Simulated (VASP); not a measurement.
# TiH: single point with PBEsol

TiH:

```xyz
4
Lattice="2.1340 2.1340 0.0000 -2.1340 2.1340 0.0000 0.0000 0.0000 3.9115" Properties=species:S:1:pos:R:3 pbc="T T T"
Ti    0.0000    0.0000    0.0000
Ti    0.0000    2.1340    1.9557
H     0.0000    2.1340    0.0000
H     0.0000    0.0000    1.9557
```

This cell differs from its parent crystal: biaxial strain in the a-b plane: +3.0 %, then relaxed in part.

```
Program                : VASP 6.6.1
Task                   : single point
Functional             : PBEsol
Potentials or basis    : VASP PAW PBE potentials, release 64 (Ti_sv, H)
Cutoff                 : 520 eV
k mesh                 : 14 × 14 × 10
Occupations            : gaussian, width 0.1 eV
Spin                   : no spin polarisation
Dipole correction      : no
Further INCAR settings : ALGO = Normal; EDIFF = 1e-07; NBANDS = 21
```

| Item | Value |
| --- | --- |
| Pressure | -0.4 GPa |
| Band gap on the k mesh | zero (bands 13 and 14 overlap by 2.15 eV) |

Stress tensor (GPa, compression positive):
```
-0.52  0.00  0.00
 0.00 -0.52  0.00
 0.00  0.00 -0.05
```

Levels at points of the mesh, in eV from the Fermi level:
```tsv
k point	band 10	band 11	band 12	band 13	band 14	band 15	band 16	band 17
(0.00, 0.00, 0.00)	-6.85	-1.99	0.53	0.53	1.24	1.89	2.41	2.84
(0.50, 0.00, 0.00)	-6.43	-1.21	-1.21	-0.31	-0.31	1.09	1.09	2.12
(0.50, 0.50, 0.00)	-6.93	-1.78	-1.78	1.26	1.26	3.24	3.24	3.56
(0.00, 0.00, 0.50)	-7.40	-0.60	-0.60	0.92	0.92	1.56	1.56	1.56
(0.50, 0.00, 0.50)	-4.96	-3.14	-3.14	-0.04	-0.04	0.69	0.69	3.24
(0.50, 0.50, 0.50)	-5.80	-0.89	-0.89	-0.89	-0.89	1.66	1.66	3.57
```

Run time: 100 s on 1 thread of AMD EPYC 7R13 Processor (Zen 3) (shared host), peak memory 0.22 GiB.

Caveat: the cell differs from its parent crystal (biaxial strain in the a-b plane: +3.0 %, then relaxed in part); the PAW data sets were made with another functional, which shifts forces and pressure a little.
